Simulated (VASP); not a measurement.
**Ta4N3: single point with PBEsol**

The system is Ta4N3.

```
Ta N
1.0
    -2.13413    2.13413    4.18531
     2.13413   -2.13413    4.18531
     2.13413    2.13413   -4.18531
Ta N
4 3
Cartesian
  2.1341 0.0000 0.0000
  0.0000 0.0000 2.1886
  0.0000 2.1341 0.0000
  0.0000 0.0000 6.1820
  0.0000 2.1341 2.0927
  0.0000 0.0000 0.0000
  2.1341 0.0000 2.0927
```

| Item | Value |
| --- | --- |
| Program | VASP 6.6.1 |
| Task | single point |
| Functional | PBEsol |
| Potentials or basis | VASP PAW PBE potentials, release 64 (Ta_pv, N) |
| Cutoff | 520 eV |
| k mesh | 12 × 12 × 12 |
| Occupations | gaussian, width 0.1 eV |
| Spin | no spin polarisation |
| Dipole correction | no |
| Further INCAR settings | ALGO = Fast; EDIFF = 1e-06; NBANDS = 38 |

```json
{
 "Pressure": "24.6 GPa",
 "Largest force": "0.048 eV/Å",
 "Band gap on the k mesh": "zero (an odd number of electrons rules out a gap without spin polarisation)"
}
```

Forces in eV/Å, atoms in the order of the input:
```
Ta   0.000  0.000  0.000
Ta   0.000  0.000  0.048
Ta   0.000  0.000  0.000
Ta   0.000  0.000 -0.048
N    0.000  0.000  0.000
N    0.000  0.000  0.000
N    0.000  0.000  0.000
```

Stress tensor (GPa, compression positive):
```
24.49  0.00  0.00
 0.00 24.49  0.00
 0.00  0.00 24.69
```

Levels at points of the mesh, in eV from the Fermi level:
| k point | band 26 | band 27 | band 28 | band 29 | band 30 | band 31 | band 32 | band 33 | band 34 | band 35 |
| --- | --- | --- | --- | --- | --- | --- | --- | --- | --- | --- |
| (0.00, 0.00, 0.00) | -3.91 | -1.36 | -1.36 | -1.04 | -0.64 | -0.64 | 0.99 | 1.05 | 1.05 | 1.40 |
| (0.50, 0.00, 0.00) | -2.97 | -1.69 | -1.35 | -0.45 | -0.08 | 0.70 | 1.24 | 1.47 | 2.74 | 2.94 |
| (0.50, 0.50, 0.00) | -2.13 | -1.68 | -1.57 | 1.37 | 1.45 | 1.50 | 2.55 | 2.63 | 2.97 | 3.07 |
| (0.50, 0.50, 0.50) | -4.06 | -4.06 | -4.06 | -3.07 | 0.99 | 0.99 | 1.68 | 2.70 | 3.09 | 3.09 |

Wall time 19 min on 1 thread of Oxide Virtual Turin-like Processor (shared host), peak memory 0.46 GiB.

Caveat: the cell stands under pressure; the PAW data sets were made with another functional, which shifts forces and pressure a little; spin-orbit coupling is left out, which moves the levels of the heavy elements; an odd number of electrons without spin polarisation forces a metal; a magnetic or distorted state may lie lower.
